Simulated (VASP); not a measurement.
A run of VASP 6.6.1 is set up as follows.

Contents of INCAR:

```
SYSTEM = Ca
  PREC = Accurate
  ENCUT = 520
  EDIFF = 1E-6
  ISMEAR = -1
  SIGMA = 0.1
  LREAL = .False.
  LASPH = .True.
  NELM = 80
  ALGO = Normal
  ISIF = 2
  LWAVE = .False.
  LCHARG = .True.
  GGA = CA
  LELF = .True.
  LVHAR = .True.
  NBANDS = 28
```

KPOINTS

```
Automatic mesh
0
Gamma
  11 11 3
  0 0 0
```

Contents of POSCAR:

```
Ca
1.0
    3.8235876137      0.0000000000      0.0000000000
   -1.9117938068      3.3113240070      0.0000000000
    0.0000000000      0.0000000000     12.5594888788
Ca
4
Direct
    0.0000000000      0.0000000000      1.0000000000
    0.0000000000      0.0000000000      0.5000000000
    0.3333333333      0.6666666667      0.2500000000
    0.6666666667      0.3333333333      0.7500000000
```

Potentials or basis: VASP PAW LDA potentials, release 64 (Ca_sv).

The run is started by

```console
$ cat potpaw_LDA.64/Ca_sv/POTCAR > POTCAR
$ mpirun -np 1 vasp_std > vasp.out
```

Task: Predict the band gap on the k mesh.

Result: Zero (bands 20 and 21 overlap by 0.25 eV).

Task: What does it give for the pressure?

Result: -0.7 GPa.
